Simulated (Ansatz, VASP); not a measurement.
# One calculation of GdN, two programs

```
Gd N
1.0
     3.35297    0.00000    0.00000
    -1.67649    2.90376    0.00000
     0.00000    0.00000    3.04953
Gd N
1 1
Direct
  0.00000 0.00000 0.00000
  0.66667 0.33333 0.56558
```

Alike in both runs: task single point; functional PBEsol; k mesh 10 × 10 × 10; occupations gaussian, width 0.05 eV; collinear spin.

```csv
,VASP,Ansatz
version,VASP 6.6.1,Ansatz 0.2.0
potentials or method,"VASP PAW PBE potentials, release 64 (Gd, N), cutoff 520 eV","scalar-relativistic, plane waves, PAW"
valence electrons in the cell,23,23
```

|  | VASP | Ansatz | Ansatz less VASP |
| --- | --- | --- | --- |
| gap on the k mesh at the Fermi level (eV) | 0.54 | 0.53 | -0.013 |
| least direct gap on the mesh (eV) | 0.55 | 0.53 | -0.015 |
| pressure (GPa) | 2.1 | 1.8 | -0.24 |
| traceless stress, the component that is largest in VASP (GPa) | -0.01 | -0.08 | -0.065 |
| rms of the force components (eV/Å) | 0.091 | 0.081 | -0.0102 |
| net moment per atom (μB) | 3.50 | 3.50 | 0.000 |
| size of the moment on the site where the two differ most (μB) | 6.79 | 6.79 | +0.001 |

VASP's potentials were made for PBE, not for PBEsol. Site moments also hang on the region over which each program counts them. Atom by atom the forces differ by 0.010 eV/Å (rms over components).

Spin-orbit coupling is off throughout.
